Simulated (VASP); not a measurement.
Here is a VASP 6.6.1 calculation.

The input INCAR:

```
SYSTEM = MgFeC6N6
ALGO     = Normal         ! electronic algorithm
EDIFF    = 1E-7           ! SCF threshold, eV
EDIFFG   = -0.01          ! ionic threshold
ENCUT    = 600            ! plane-wave cutoff, eV
GGA      = PE             ! functional
GGA_COMPAT= .False.      
IBRION   = 2              ! ionic algorithm
ISIF     = 3              ! what is computed and relaxed
ISMEAR   = 0              ! smearing method
ISPIN    = 2              ! spin polarisation
KPAR     = 4            
LASPH    = .True.         ! aspherical terms in the spheres
LCHARG   = .False.        ! write CHGCAR
LMAXMIX  = 4              ! l up to which the mixer works
LORBIT   = 11             ! projections on sites
LREAL    = .False.        ! projectors in reciprocal space
LWAVE    = .False.        ! write WAVECAR
MAGMOM   = 0 1.66 0 0 0 0 0 0 0 0 0 0 0 0 ! initial moments
NELM     = 200            ! most SCF steps
NELMIN   = 4            
NSW      = 100            ! ionic steps
PREC     = Accurate       ! precision mode
SIGMA    = 0.1            ! smearing width, eV
```

KPOINTS

```
k-points
0
Gamma
  6 6 6
  0 0 0
```

POSCAR

```
MgFeC6N6
1.0
    0.0000000000      5.3477348385      5.3477348385
    5.3477348385      0.0000000000      5.3477348385
    5.3477348385      5.3477348385      0.0000000000
Mg Fe C N
1 1 6 6
Direct
    0.0000000000      0.0000000000      0.0000000000
    0.5000000000      0.5000000000      0.5000000000
    0.7859225327      0.2140774673      0.2140774673
    0.2140774673      0.7859225327      0.2140774673
    0.2140774673      0.2140774673      0.7859225327
    0.2140774673      0.7859225327      0.7859225327
    0.7859225327      0.2140774673      0.7859225327
    0.7859225327      0.7859225327      0.2140774673
    0.6763545709      0.3236454291      0.3236454291
    0.3236454291      0.6763545709      0.3236454291
    0.3236454291      0.3236454291      0.6763545709
    0.3236454291      0.6763545709      0.6763545709
    0.6763545709      0.3236454291      0.6763545709
    0.6763545709      0.6763545709      0.3236454291
```

Potentials or basis: VASP PAW PBE potentials, release 64 (Mg, Fe, C, N).

Run with:

```console
$ cat potpaw_PBE.64/Mg/POTCAR potpaw_PBE.64/Fe/POTCAR potpaw_PBE.64/C/POTCAR potpaw_PBE.64/N/POTCAR > POTCAR
$ mpirun -np 4 vasp_std > vasp.out
```

Problem. What does it give for the band gap on the k mesh?

Solution. Zero (filled and empty bands overlap).

Problem. Predict the net moment.

Solution. 2.00 μB per cell.

Problem. Predict the site moments.

Solution. Mg -0.00; Fe +1.63; C +0.03; N -0.00 μB.

Problem. Predict the relaxed cell.

Solution. a = 7.563 Å, b = 7.563 Å, c = 7.563 Å, α = 60.00°, β = 60.00°, γ = 60.00°.

Forces on the atoms (eV/Å):
```
Mg   0.000  0.000  0.000
Fe   0.000  0.000  0.000
C   -0.005  0.000  0.000
C    0.000 -0.005  0.000
C    0.000  0.000 -0.005
C    0.005  0.000  0.000
C    0.000  0.005  0.000
C    0.000  0.000  0.005
N    0.008  0.000  0.000
N    0.000  0.008  0.000
N    0.000  0.000  0.008
N   -0.008  0.000  0.000
N    0.000 -0.008  0.000
N    0.000  0.000 -0.008
```

Caveat: a cell with one magnetic atom can't hold antiferromagnetic order, which such compounds often take. With open d or f shells a metallic result of PBE can be an artefact of self-interaction; +U or a hybrid may open a gap.
